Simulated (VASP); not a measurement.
Set up this calculation in VASP 6.6.1, as the native input.

```
Task                   : relaxation of cell and atoms
Functional             : r2SCAN
Potentials or basis    : VASP PAW PBE potentials, release 64 (Hf_pv)
Cutoff                 : 550 eV
k mesh                 : 15 × 15 × 8
Occupations            : gaussian, width 0.1 eV
Spin                   : no spin polarisation
Dipole correction      : no
Further INCAR settings : ALGO = Normal; EDIFF = 1e-07; IBRION = 2; EDIFFG = -0.005; NSW = 70; ISIF = 3
```

Hf:

```
Hf
1.0
     3.20462    0.00000    0.00000
    -1.60231    2.77529    0.00000
     0.00000    0.00000    5.06766
Hf
2
Cartesian
  0.0000 1.8502 1.2669
  1.6023 0.9251 3.8007
```

The input as run:

POSCAR

```
Hf
1.0
    3.2046233997      0.0000000000      0.0000000000
   -1.6023116998      2.7752852737      0.0000000000
    0.0000000000      0.0000000000      5.0676571121
Hf
2
Direct
    0.3333333333      0.6666666667      0.2500000000
    0.6666666667      0.3333333333      0.7500000000
```

INCAR.step1

```
SYSTEM = Hf
PREC     = Accurate       ! precision mode
ENCUT    = 550            ! plane-wave cutoff, eV
ISMEAR   = 0              ! smearing method
SIGMA    = 0.1            ! smearing width, eV
LREAL    = .False.        ! projectors in reciprocal space
LASPH    = .True.         ! aspherical terms in the spheres
NELM     = 120            ! most SCF steps
GGA      = PE             ! functional
ALGO     = Normal         ! electronic algorithm
EDIFF    = 1E-5           ! SCF threshold, eV
LWAVE    = .True.         ! write WAVECAR
LCHARG   = .False.        ! write CHGCAR
GGA_COMPAT= .False.      
IBRION   = 2              ! ionic algorithm
ISIF     = 3              ! what is computed and relaxed
EDIFFG   = -0.005         ! ionic threshold
NELMIN   = 4            
NSW      = 100            ! ionic steps
```

INCAR.step2

```
SYSTEM = Hf
PREC     = Accurate       ! precision mode
ENCUT    = 550            ! plane-wave cutoff, eV
EDIFF    = 1E-7           ! SCF threshold, eV
ISMEAR   = 0              ! smearing method
SIGMA    = 0.1            ! smearing width, eV
LREAL    = .False.        ! projectors in reciprocal space
LASPH    = .True.         ! aspherical terms in the spheres
NELM     = 120            ! most SCF steps
ALGO     = Normal         ! electronic algorithm
ISIF     = 3              ! what is computed and relaxed
LWAVE    = .False.        ! write WAVECAR
LCHARG   = .False.        ! write CHGCAR
METAGGA  = R2SCAN         ! meta-GGA
LMIXTAU  = .True.       
IBRION   = 2              ! ionic algorithm
NSW      = 70             ! ionic steps
EDIFFG   = -0.005         ! ionic threshold
ISTART   = 1            
GGA_COMPAT= .False.      
NELMIN   = 4
```

KPOINTS

```
regular mesh
0
Gamma
  15 15 8
  0 0 0
```

Potentials or basis: VASP PAW PBE potentials, release 64 (Hf_pv).

Run with:

```bash
$ cat potpaw_PBE.64/Hf_pv/POTCAR > POTCAR
$ cp INCAR.step1 INCAR
$ mpirun -np 1 vasp_std > vasp.out
$ cp INCAR.step2 INCAR
$ mpirun -np 1 vasp_std > vasp.out
```

It gave:

* Relaxed volume: 22.23 Å³/atom
* Relaxed cell: a = 3.193 Å, b = 3.193 Å, c = 5.034 Å, α = 90.00°, β = 90.00°, γ = 120.00°
* Space group after relaxing (to 0.1 Å): P6_3/mmc (No. 194)
* Energy gained by relaxing: 1.5 meV/atom
* Ionic steps: 6
* Pressure after relaxing: 0.0 GPa
* Band gap on the k mesh: zero (bands 10 and 11 overlap by 1.75 eV)

Caveat: the PAW data sets were made with another functional, which shifts forces and pressure a little; spin-orbit coupling is left out, which moves the levels of the heavy elements.

Run time: 24 min on 1 thread of Oxide Virtual Turin-like Processor (shared host), peak memory 0.22 GiB.
